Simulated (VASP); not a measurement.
Input of a VASP 6.6.1 run:

Contents of INCAR:

```
ALGO = Normal ; EDIFF = 1E-6
ENCUT = 520 ; GGA = PE
ISIF = 2 ; ISMEAR = -1
LASPH = T ; LCHARG = F
LREAL = F ; LWAVE = F
NBANDS = 22 ; NELM = 60
PREC = Accurate ; SIGMA = 0.05
```

Contents of KPOINTS:

```
k-points
0
Gamma
  11 11 3
```

File POSCAR:

```
Re
1.0
    2.7663900000      0.0000000000      0.0000000000
   -1.3831900000      2.3957600000      0.0000000000
    0.0000000000      0.0000000000      8.9388500000
Re
4
Direct
    0.0000000000      0.0000000000      0.0000000000
    0.3333333333      0.6666666667      0.2500000000
    0.0000000000      0.0000000000      0.5000000000
    0.6847407632      0.3333333333      0.7500000000
```

Potentials or basis: VASP PAW PBE potentials, release 64 (Re).

Command:

```bash
$ cat potpaw_PBE.64/Re/POTCAR > POTCAR
$ mpirun -np 1 vasp_std > vasp.out
```

Q: Predict the pressure.

A: 2.9 GPa.

Q: Estimate the largest force.

A: 0.242 eV/Å.

Q: Predict the band gap on the k mesh.

A: Zero (band 14 reaches 9.00 eV, above the bottom of band 15 at 6.62 eV).

Forces in eV/Å, atoms in the order of the input:
```
Re   0.112 -0.002  0.006
Re   0.018 -0.001  0.000
Re   0.112 -0.002 -0.006
Re  -0.241  0.004  0.000
```

Caveat: spin-orbit coupling is left out, which moves the levels of the heavy elements.
